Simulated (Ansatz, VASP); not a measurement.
## P: VASP beside Ansatz

```
CELL_PARAMETERS angstrom
14.00000 0.00000 0.00000
0.00000 14.40000 0.00000
0.00000 0.00000 14.80000
ATOMIC_POSITIONS crystal
P 0.50000 0.50000 0.50000
```

Alike in both runs: task single point; functional r2SCANh; k mesh 1 × 1 × 1; occupations fermi-dirac, width 0.01 eV; collinear spin.

```csv
,VASP,Ansatz
version,VASP 6.6.1,Ansatz 0.2.0
potentials or method,"VASP PAW PBE potentials, release 64 (P), cutoff 440 eV","plane waves (500 eV) with PAW, scalar-relativistic"
valence electrons in the cell,5,5
```

Ansatz gave:

- gap on the k mesh at the Fermi level (eV): 4.27
- net moment per atom (μB): 3.00
- size of the moment on the site where the two differ most (μB): 3.00

Task: Which values does VASP return?

Result: gap on the k mesh at the Fermi level (eV): 4.24; net moment per atom (μB): 3.00; size of the moment on the site where the two differ most (μB): 1.23.

VASP's potentials were made for PBE, not for r2SCANh. Site moments also hang on the region over which each program counts them. Ansatz's warnings: stability check not made, xc potential rough in thin density.
